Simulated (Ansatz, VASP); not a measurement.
**Two plane-wave programs on CO2**

```xyz
6
Lattice="4.2272 0.0000 0.0000 0.0000 4.2272 0.0000 0.0000 0.0000 4.6878" Properties=species:S:1:pos:R:3 pbc="T T T"
C     2.1136    2.1136    2.3439
C     0.0000    0.0000    0.0000
O     1.2877    2.9395    2.3439
O     2.9395    1.2877    2.3439
O     0.8259    0.8259    0.0000
O     3.4013    3.4013    0.0000
```

Alike in both runs: functional PBE; k mesh 8 × 8 × 7; occupations fermi-dirac, width 0.01 eV; no spin polarisation.

Ansatz relaxed the structure, and its values are those at the end. VASP's run is a single point on that final structure, the one shown.

|  | VASP | Ansatz |
| --- | --- | --- |
| version | VASP 6.6.1 | Ansatz 0.2.0 |
| potentials or method | VASP PAW PBE potentials, release 64 (C, O) | plane-wave PAW, scalar-relativistic |
| plane-wave cutoff (eV) | 520 | 420 |
| valence electrons in the cell | 32 | 32 |

|  | VASP | Ansatz | Ansatz less VASP |
| --- | --- | --- | --- |
| gap on the k mesh at the Fermi level (eV) | 6.56 | 6.58 | +0.022 |
| pressure (GPa) | 3.7 | 2.1 | -1.59 |
| rms of the force components (eV/Å) | 0.307 | 0.007 | -0.3001 |

Ansatz's warnings: stress scf threshold loose.

Noted on VASP's run: the standard files for N, O and F lose accuracy on very short bonds.
